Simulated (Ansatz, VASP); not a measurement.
N: VASP beside Ansatz

```xyz
2
Lattice="9.0000 0.0000 0.0000 0.0000 9.5000 0.0000 0.0000 0.0000 10.0000" Properties=species:S:1:pos:R:3 pbc="T T T"
N     4.5000    4.7500    4.4500
N     4.5000    4.7500    5.5500
```

Alike in both runs: functional PBEsol; k mesh 1 × 1 × 1; occupations fermi-dirac, width 0.02 eV; no spin polarisation.

Ansatz relaxed the structure, and its values are those at the end. VASP's run is a single point on that final structure, the one shown.

|  | VASP | Ansatz |
| --- | --- | --- |
| version | VASP 6.6.1 | Ansatz 0.2.0 |
| potentials or method | VASP PAW PBE potentials, release 64 (N), cutoff 520 eV | plane waves, PAW |
| valence electrons in the cell | 10 | 10 |

```tsv
	VASP	Ansatz	Ansatz less VASP
rms of the force components (eV/Å)	1.078	0.002	-1.0769
```

VASP's potentials were made for PBE, not for PBEsol. One of these differences is far larger than is usual between the two programs; its cause wasn't traced. Ansatz's warnings: stress scf threshold loose.

Noted on VASP's run: the standard files for N, O and F lose accuracy on very short bonds.
